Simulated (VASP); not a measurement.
# Hf (I4/mmm) in VASP: a series of runs

The runs below take Hf through single point, with LDA.

Everything below comes from runs of VASP 6.6.1. Logs are shortened: lines on timing, memory, paths and dates and some standing lists are left out, and cuts for length are marked.

### Step 1. The cell of the first run

The structure is tetragonal, space group I4/mmm (No. 139). The conventional cell has a = 3.288 Å, b = 3.288 Å, c = 3.985 Å, α = 90.00°, β = 90.00°, γ = 90.00°. Hf (site symmetry 4/mmm) has 14 Hf at 3.06 to 3.99 Å within 4.0 Å.

### Step 2. Single point, LDA (21.55 Å³/atom)

Input file INCAR:

```
SYSTEM = Hf
PREC     = Accurate       ! precision mode
ENCUT    = 520            ! plane-wave cutoff, eV
EDIFF    = 1E-6           ! SCF threshold, eV
ISMEAR   = 0              ! smearing method
SIGMA    = 0.15           ! smearing width, eV
LREAL    = .False.        ! projectors in reciprocal space
LASPH    = .True.         ! aspherical terms in the spheres
NELM     = 100            ! most SCF steps
ALGO     = Fast           ! electronic algorithm
ISIF     = 2              ! what is computed and relaxed
LWAVE    = .False.        ! write WAVECAR
LCHARG   = .False.        ! write CHGCAR
NBANDS   = 11             ! bands
```

Input file KPOINTS:

```
Automatic mesh
0
Gamma
  20 20 20
  0 0 0
```

Input file POSCAR:

```
Hf
1.0
    0.0000000000      2.3253175860      1.9925646395
    2.3253175860      0.0000000000      1.9925646395
    2.3253175860      2.3253175860      0.0000000000
Hf
1
Direct
    0.0000000000      0.0000000000      0.0000000000
```

Potentials or basis: VASP PAW LDA potentials, release 64 (Hf_pv).

Launch:

```bash
> cat potpaw_LDA.64/Hf_pv/POTCAR > POTCAR
> mpirun -np 1 vasp_std > vasp.out
```

OUTCAR:

```text
SYSTEM = Hf
   PREC = Accurate
   ENCUT = 520
   EDIFF = 1E-6
   ISMEAR = 0
   LREAL = .False.
   LASPH = .True.
   NELM = 100
   ISIF = 2

 ion  position               nearest neighbor table
   1  0.000  0.000  0.000-

  LATTYP: Found a body centered tetragonal cell.
 ALAT       =     3.2884956669
 C/A-ratio  =     1.2118396016

  Lattice vectors:

 A1 = (   0.0000000000,  -2.3253175860,  -1.9925646395)
 A2 = (   0.0000000000,   2.3253175860,  -1.9925646395)
 A3 = (   2.3253175860,   0.0000000000,   1.9925646395)

Analysis of symmetry for initial positions (statically):
=====================================================================
 Subroutine PRICEL returns:
 Original cell was already a primitive cell.

 Routine SETGRP: Setting up the symmetry group for a
 body centered tetragonal supercell.

 Subroutine GETGRP returns: Found 16 space group operations
 (whereof 16 operations were pure point group operations)
 out of a pool of 16 trial point group operations.

The static configuration has the point symmetry D_4h.

Analysis of symmetry for dynamics (positions and initial velocities):
=====================================================================
 Subroutine PRICEL returns:
 Original cell was already a primitive cell.

 Routine SETGRP: Setting up the symmetry group for a
 body centered tetragonal supercell.

 Subroutine GETGRP returns: Found 16 space group operations
 (whereof 16 operations were pure point group operations)
 out of a pool of 16 trial point group operations.

The dynamic configuration has the point symmetry D_4h.

 Subroutine INISYM returns: Found 16 space group operations
 (whereof 16 operations are pure point group operations),
 and found     1 'primitive' translations

----------------------------------------------------------------------------------------

                                     Primitive cell

  volume of cell :      21.5480

  direct lattice vectors                    reciprocal lattice vectors
     0.000000000  2.325317586  1.992564640    -0.215024392  0.215024392  0.250932888
     2.325317586  0.000000000  1.992564640     0.215024392 -0.215024392  0.250932888
     2.325317586  2.325317586  0.000000000     0.215024392  0.215024392 -0.250932888

  length of vectors
     3.062256638  3.062256638  3.288495667     0.394256633  0.394256633  0.394256633

  position of ions in fractional coordinates (direct lattice)
     0.000000000  0.000000000  0.000000000

  ion indices of the primitive-cell ions
   primitive index   ion index
                 1           1
[... 80 lines left out ...]
   POTIM  = 0.5000    time-step for ionic-motion
   TEBEG  =    0.0;   TEEND  =   0.0 temperature during run
   PSTRESS=    0.0 pullay stress
   NELECT =      10.0000    total number of electrons
   NUPDOWN=      -1.0000    fix difference up-down
   EMIN   =  10.00;   EMAX   =-10.00  energy-range for DOS
   EFERMI =   0.00;   METHOD = LEGACY
   ISMEAR =     0;   SIGMA  =   0.15  broadening in eV -4-tet -1-fermi 0-gaus
   EFERMI_NEDOS =   21; number of points for ismear=-14 and -15
   IALGO  =     68    algorithm
   IMIX   =      4    mixing-type and parameters
     AMIX     =   0.40;   BMIX     =  1.00
     AMIX_MAG =   1.60;   BMIX_MAG =  1.00
  volume/ion in A,a.u.               =      21.55       145.41
  Fermi-wavevector in a.u.,A,eV,Ry     =   1.267474  2.395179 21.857640  1.606491
  Thomas-Fermi vector in A             =   2.400620
   LORBIT       =      0    0 simple, 1 ext, 2 COOP (PROOUT), +10 PAW based schemes
   GGA     = CA    functional components
   LHFCALC =     F    Hartree Fock is set to
   AEXX    =    0.0000 exact exchange contribution
   IVDW    =     0    specifies the selected vdW correction
   LEPSILON=     F    determine dielectric tensor
   LRPA    =     F    only Hartree local field effects (RPA)
 non-spin polarized calculation
 RMM-DIIS sequential band-by-band and
 Gauss-broadening in eV      SIGMA  =   0.15
  energy-cutoff  :      520.00
  volume of cell :       21.55
 maximum number of plane-waves:       593
   NGX = 11   NGY = 11   NGZ = 13

 number of electron      10.0000002 magnetization

 Free energy of the ion-electron system (eV)
  ---------------------------------------------------
  ext. energy  EPLUGINS =         0.00000000
  ---------------------------------------------------
  free energy    TOTEN  =       -10.58562040 eV

  energy without entropy =      -10.56479344  energy(sigma->0) =      -10.57520692

 E-fermi :   4.8278     XC(G=0): -11.6430

 val. band max:        4.8255963027   @ k =  -0.3000   0.1000   0.0500
 cond. band min:       4.8296977924   @ k =   0.4500  -0.0000   0.1000
 fundamental gap:      0.0041014897
 Fermi energy:         4.8278031583

 k-point     1 :       0.0000    0.0000    0.0000
  band No.  band energies     occupation
      1     -24.8464      2.00000
      2     -24.8464      2.00000
      3     -24.8407      2.00000
      4      -2.3851      2.00000
      5       5.8615      0.00000
      6       5.8615      0.00000
      7       7.4804      0.00000
      8       7.7466      0.00000
      9       9.8763      0.00000
     10      16.7820      0.00000
     11      17.1241      0.00000
[... 309 lines left out ...]
 k-point    24 :      -0.3500    0.0500    0.0000
  band No.  band energies     occupation
      1     -25.6238      2.00000
      2     -25.0263      2.00000
      3     -24.8988      2.00000
      4       0.8217      2.00000
      5       4.9978      0.10895
      6       5.3538      0.00000
      7       7.1927      0.00000
      8      10.1713      0.00000
      9      10.3835      0.00000
     10      15.9794      0.00000
     11      17.4953      0.00000

 [... further k-points ...]

------------------------ aborting loop because EDIFF is reached ----------------------------------------

  FORCE on cell =-STRESS in cart. coord.  units (eV):
  Direction    XX          YY          ZZ          XY          YZ          ZX
  --------------------------------------------------------------------------------------
  -------------------------------------------------------------------------------------
  Total       -0.8101282     -0.8101282     -0.1549363      0.0000000     -0.0000000     -0.0000000
  in kB      -60.2361718    -60.2361718    -11.5201124      0.0000000     -0.0000000     -0.0000000
  external PRESSURE =     -43.9974853 kB  Pullay stress =       0.0000000 kB

 VOLUME and BASIS-vectors are now :
 -----------------------------------------------------------------------------
  energy-cutoff  :      520.00
  volume of cell :       21.55
      direct lattice vectors                 reciprocal lattice vectors
     0.000000000  2.325317586  1.992564640    -0.215024392  0.215024392  0.250932888
     2.325317586  0.000000000  1.992564640     0.215024392 -0.215024392  0.250932888
     2.325317586  2.325317586  0.000000000     0.215024392  0.215024392 -0.250932888

 POSITION                                       TOTAL-FORCE (eV/Angst)
 -----------------------------------------------------------------------------------
      0.00000      0.00000      0.00000         0.000000      0.000000      0.000000
 -----------------------------------------------------------------------------------
    total drift:                               -0.000000      0.000000      0.000000

  FREE ENERGIE OF THE ION-ELECTRON SYSTEM (eV)
  ---------------------------------------------------
  free  energy   TOTEN  =       -10.5856203990 eV

  energy  without entropy=      -10.5647934356  energy(sigma->0) =      -10.57520692
```

It took 78 s on 1 thread of Intel Xeon Platinum 8259CL at 2.50GHz (Skylake/Cascade Lake), shared host; peak memory 0.25 GiB.

What came out:

| Item | Value |
| --- | --- |
| Free energy | -10.5856 eV |
| Pressure | -4.4 GPa |
| Band gap on the k mesh | zero (bands 5 and 6 overlap by 1.95 eV) |

Stress tensor (GPa, compression positive):
```
-6.02  0.00  0.00
 0.00 -6.02  0.00
 0.00  0.00 -1.15
```

Caveat: the cell stands under tension; spin-orbit coupling is left out, which moves the levels of the heavy elements.

### Step 3. Single point, LDA (21.55 Å³/atom)

Input file INCAR:

```
SYSTEM = Hf
  PREC = Accurate
  ENCUT = 520
  EDIFF = 1E-7
  ISMEAR = 0
  SIGMA = 0.15
  LREAL = .False.
  LASPH = .True.
  NELM = 100
  ALGO = Fast
  ISIF = 2
  LWAVE = .False.
  LCHARG = .False.
  NBANDS = 11
```

KPOINTS is that of step 2.

Input file POSCAR:

```
Hf
1.0
    0.0000000000      2.2662208758      2.0978406647
    2.2662208758      0.0000000000      2.0978406647
    2.2662208758      2.2662208758      0.0000000000
Hf
1
Direct
    0.0000000000      0.0000000000      0.0000000000
```

Potentials or basis: VASP PAW LDA potentials, release 64 (Hf_pv).

Launch:

```bash
> cat potpaw_LDA.64/Hf_pv/POTCAR > POTCAR
> mpirun -np 1 vasp_std > vasp.out
```

Wall time 90 s (1 thread of Intel Xeon Platinum 8259CL at 2.50GHz (Skylake/Cascade Lake), shared host); peak memory 0.25 GiB.

Results (log left out):

```
Free energy            : -10.6164 eV
Pressure               : -4.2 GPa
Band gap on the k mesh : zero (bands 5 and 6 overlap by 1.92 eV)
```

Stress tensor (GPa, compression positive):
```
-5.41  0.00  0.00
 0.00 -5.41  0.00
 0.00  0.00 -1.80
```

Levels at points of the mesh, in eV from the Fermi level:
```csv
k point,band 2,band 3,band 4,band 5,band 6,band 7,band 8,band 9
"(0.00, 0.00, 0.00)",-29.72,-29.71,-7.26,1.11,1.11,1.97,3.55,4.78
"(0.50, 0.00, 0.00)",-29.89,-29.79,-3.73,0.61,0.89,1.67,6.13,6.81
"(0.50, 0.50, 0.00)",-30.14,-30.14,-3.30,-2.43,3.76,6.44,7.15,7.15
"(0.50, 0.00, 0.50)",-30.08,-29.95,-3.46,-2.16,2.46,6.32,6.65,7.57
```

Caveat: the cell stands under tension; spin-orbit coupling is left out, which moves the levels of the heavy elements.

### Step 4. Single point, LDA (21.55 Å³/atom)

Input file INCAR:

```
SYSTEM = Hf
ALGO = Fast ; EDIFF = 1E-7
ENCUT = 520 ; GGA = CA
ISIF = 2 ; ISMEAR = 0
LASPH = .TRUE. ; LCHARG = .FALSE.
LREAL = .FALSE. ; LWAVE = .FALSE.
NBANDS = 11 ; NELM = 80
PREC = Accurate ; SIGMA = 0.15
```

Input file KPOINTS:

```
k-points
0
G
  20 20 20
  0 0 0
```

Input file POSCAR:

```
Hf
1.0
    0.0000000000      2.3859687719      1.8925504299
    2.3859687719      0.0000000000      1.8925504299
    2.3859687719      2.3859687719      0.0000000000
Hf
1
Direct
    0.0000000000      0.0000000000      0.0000000000
```

Potentials or basis: VASP PAW LDA potentials, release 64 (Hf_pv).

Launch:

```bash
> cat potpaw_LDA.64/Hf_pv/POTCAR > POTCAR
> mpirun -np 1 vasp_std > vasp.out
```

OUTCAR:

```text
SYSTEM = Hf
   EDIFF = 1E-7
   ENCUT = 520
   GGA = CA
   ISIF = 2
   ISMEAR = 0
   LASPH = .TRUE.
   LREAL = .FALSE.
   NELM = 80
   PREC = Accurate

 ion  position               nearest neighbor table
   1  0.000  0.000  0.000-

  LATTYP: Found a body centered tetragonal cell.
 ALAT       =     3.3742693966
 C/A-ratio  =     1.1217541977

  Lattice vectors:

 A1 = (   0.0000000000,  -2.3859687719,  -1.8925504299)
 A2 = (   0.0000000000,   2.3859687719,  -1.8925504299)
 A3 = (   2.3859687719,   0.0000000000,   1.8925504299)

Analysis of symmetry for initial positions (statically):
=====================================================================
 Subroutine PRICEL returns:
 Original cell was already a primitive cell.

 Routine SETGRP: Setting up the symmetry group for a
 body centered tetragonal supercell.

 Subroutine GETGRP returns: Found 16 space group operations
 (whereof 16 operations were pure point group operations)
 out of a pool of 16 trial point group operations.

The static configuration has the point symmetry D_4h.

[... 164 lines left out ...]
 Fermi energy:         4.7562093559

 k-point     1 :       0.0000    0.0000    0.0000
  band No.  band energies     occupation
      1     -24.8313      2.00000
      2     -24.8313      2.00000
      3     -24.8309      2.00000
      4      -2.3832      2.00000
      5       5.8868      0.00000
      6       5.8868      0.00000
      7       7.0928      0.00000
      8       8.1302      0.00000
      9       9.7640      0.00000
     10      17.2314      0.00000
     11      18.9605      0.00000
[... 309 lines left out ...]
 k-point    24 :      -0.3500    0.0500    0.0000
  band No.  band energies     occupation
      1     -25.6058      2.00000
      2     -25.0465      2.00000
      3     -24.8617      2.00000
      4       0.8355      2.00000
      5       4.9789      0.03578
      6       5.0000      0.02153
      7       7.7767      0.00000
      8      10.1224      0.00000
      9      10.2720      0.00000
     10      16.5645      0.00000
     11      17.1395      0.00000

 [... further k-points ...]

------------------------ aborting loop because EDIFF is reached ----------------------------------------

  FORCE on cell =-STRESS in cart. coord.  units (eV):
  Direction    XX          YY          ZZ          XY          YZ          ZX
  --------------------------------------------------------------------------------------
  -------------------------------------------------------------------------------------
  Total       -0.8138654     -0.8138654     -0.3736614      0.0000000     -0.0000000      0.0000000
  in kB      -60.5140445    -60.5140445    -27.7831704      0.0000000     -0.0000000      0.0000000
  external PRESSURE =     -49.6037531 kB  Pullay stress =       0.0000000 kB

 VOLUME and BASIS-vectors are now :
 -----------------------------------------------------------------------------
  energy-cutoff  :      520.00
  volume of cell :       21.55
      direct lattice vectors                 reciprocal lattice vectors
     0.000000000  2.385968772  1.892550430    -0.209558485  0.209558485  0.264193753
     2.385968772  0.000000000  1.892550430     0.209558485 -0.209558485  0.264193753
     2.385968772  2.385968772  0.000000000     0.209558485  0.209558485 -0.264193753

 POSITION                                       TOTAL-FORCE (eV/Angst)
 -----------------------------------------------------------------------------------
      0.00000      0.00000      0.00000        -0.000000      0.000000     -0.000000
 -----------------------------------------------------------------------------------
    total drift:                               -0.000000     -0.000000      0.000000

  FREE ENERGIE OF THE ION-ELECTRON SYSTEM (eV)
  ---------------------------------------------------
  free  energy   TOTEN  =       -10.5561874428 eV

  energy  without entropy=      -10.5344494220  energy(sigma->0) =      -10.54531843
```

Wall time 2.3 min (1 thread of Intel Xeon Platinum 8259CL at 2.50GHz (Skylake/Cascade Lake), shared host); peak memory 0.26 GiB.

What came out:

| Item | Value |
| --- | --- |
| Free energy | -10.5562 eV |
| Pressure | -5.0 GPa |
| Band gap on the k mesh | zero (bands 5 and 6 overlap by 2.20 eV) |

Stress tensor (GPa, compression positive):
```
-6.05  0.00  0.00
 0.00 -6.05  0.00
 0.00  0.00 -2.78
```

Caveat: the cell stands under tension; spin-orbit coupling is left out, which moves the levels of the heavy elements.

### Step 5. Single point, LDA (22.38 Å³/atom)

This run uses another cell than the first one, of 22.38 Å³/atom.

Input file INCAR:

```
SYSTEM = Hf
ALGO = Fast
EDIFF = 1E-6
ENCUT = 520
GGA = CA
ISIF = 2
ISMEAR = 0
LASPH = .True.
LCHARG = .True.
LELF = .True.
LREAL = .False.
LVHAR = .True.
LWAVE = .False.
NBANDS = 11
NELM = 100
PREC = Accurate
SIGMA = 0.15
```

Input file KPOINTS:

```
k-points
0
Gamma
  20 20 20
  0 0 0
```

Input file POSCAR:

```
Hf
1.0
    0.0000000000      2.3547281280      2.0177665329
    2.3547281280      0.0000000000      2.0177665329
    2.3547281280      2.3547281280      0.0000000000
Hf
1
Direct
    0.0000000000      0.0000000000      0.0000000000
```

Launch:

```bash
> cat potpaw_LDA.64/Hf_pv/POTCAR > POTCAR
> mpirun -np 1 vasp_std > vasp.out
```

Run time: 2.4 min. Hardware: 1 thread of Intel Xeon Platinum 8259CL at 2.50GHz (Skylake/Cascade Lake), shared host; peak memory 0.26 GiB.

It converged, with:

```
Free energy            : -10.5537 eV
Pressure               : -7.9 GPa
Band gap on the k mesh : zero (bands 5 and 6 overlap by 1.91 eV)
```

Stress tensor (GPa, compression positive):
```
-9.55  0.00  0.00
 0.00 -9.55  0.00
 0.00  0.00 -4.65
```

Levels at points of the mesh, in eV from the Fermi level:
```tsv
k point	band 3	band 4	band 5	band 6	band 7	band 8
(0.00, 0.00, 0.00)	-29.81	-7.09	1.03	1.03	2.59	2.82
(0.50, 0.00, 0.00)	-29.84	-3.56	0.22	0.84	2.29	5.53
(0.50, 0.50, 0.00)	-30.26	-2.98	-2.38	4.50	6.24	6.82
(0.50, 0.00, 0.50)	-29.94	-3.33	-1.76	1.93	5.64	5.95
```

Caveat: the cell stands under tension; spin-orbit coupling is left out, which moves the levels of the heavy elements.

### Step 6. Single point, LDA (22.38 Å³/atom)

This run uses another cell than the first one, of 22.38 Å³/atom.

Input file INCAR:

```
SYSTEM = Hf
PREC = Accurate
ENCUT = 520
EDIFF = 1E-7
ISMEAR = 0
SIGMA = 0.15
LREAL = .False.
LASPH = .True.
NELM = 100
ALGO = Fast
ISIF = 2
LWAVE = .False.
LCHARG = .True.
LELF = .True.
LVHAR = .True.
NBANDS = 11
```

Input file KPOINTS:

```
regular mesh
0
Gamma
  20 20 20
  0 0 0
```

Input file POSCAR:

```
Hf
1.0
    0.0000000000      2.6100845820      1.6422652190
    2.6100845820      0.0000000000      1.6422652190
    2.6100845820      2.6100845820      0.0000000000
Hf
1
Direct
    0.0000000000      0.0000000000      0.0000000000
```

Potentials or basis: VASP PAW LDA potentials, release 64 (Hf_pv).

Launch:

```bash
> cat potpaw_LDA.64/Hf_pv/POTCAR > POTCAR
> mpirun -np 1 vasp_std > vasp.out
```

Wall time 2.8 min (1 thread of Intel Xeon Platinum 8259CL at 2.50GHz (Skylake/Cascade Lake), shared host); peak memory 0.26 GiB.

The run converged. Its results:

```yaml
Free_energy: -10.5299 eV
Pressure: -8.7 GPa
Band_gap_on_the_k_mesh: zero (bands 5 and 6 overlap by 1.85 eV)
```

Stress tensor (GPa, compression positive):
```
 -7.41   0.00   0.00
  0.00  -7.41   0.00
  0.00   0.00 -11.15
```

Levels at points of the mesh, in eV from the Fermi level:
```csv
k point,band 3,band 4,band 5,band 6,band 7,band 8
"(0.00, 0.00, 0.00)",-29.70,-7.02,0.60,1.97,1.97,3.15
"(0.50, 0.00, 0.00)",-29.78,-3.35,-0.98,1.46,3.99,5.96
"(0.50, 0.50, 0.00)",-30.16,-2.75,-2.50,6.39,6.39,6.56
"(0.50, 0.00, 0.50)",-29.69,-3.54,0.41,0.72,2.87,4.43
```

Caveat: the cell stands under tension; spin-orbit coupling is left out, which moves the levels of the heavy elements.

### Step 7. Summary

```tsv
cell	further INCAR settings	gap on the mesh (eV)	pressure (GPa)
a = 3.062, b = 3.062, c = 3.288 Å, angles 57.5, 57.5, 65.0°, 1 atom	ALGO = Fast; EDIFF = 1e-06; NBANDS = 11	none	-4.4
a = 3.088, b = 3.088, c = 3.205 Å, angles 58.7, 58.7, 62.5°, 1 atom	ALGO = Fast; EDIFF = 1e-07; NBANDS = 11	none	-4.2
a = 3.045, b = 3.045, c = 3.374 Å, angles 56.4, 56.4, 67.3°, 1 atom	ALGO = Fast; EDIFF = 1e-07; NBANDS = 11	none	-5.0
a = 3.101, b = 3.101, c = 3.330 Å, angles 57.5, 57.5, 65.0°, 1 atom	ALGO = Fast; EDIFF = 1e-06; NBANDS = 11	none	-7.9
a = 3.084, b = 3.084, c = 3.691 Å, angles 53.2, 53.2, 73.5°, 1 atom	ALGO = Fast; EDIFF = 1e-07; NBANDS = 11	none	-8.7
```

Alike in all rows: task single point; level LDA; potentials or basis VASP PAW LDA potentials, release 64 (Hf_pv); no spin polarisation; k mesh 20 × 20 × 20; cutoff (eV) 520; smearing gaussian 0.15 eV.

Caveats: the cell stands under tension; spin-orbit coupling is left out, which moves the levels of the heavy elements.

Total energies depend on the potentials used, so only differences within one code and one set of settings carry meaning.
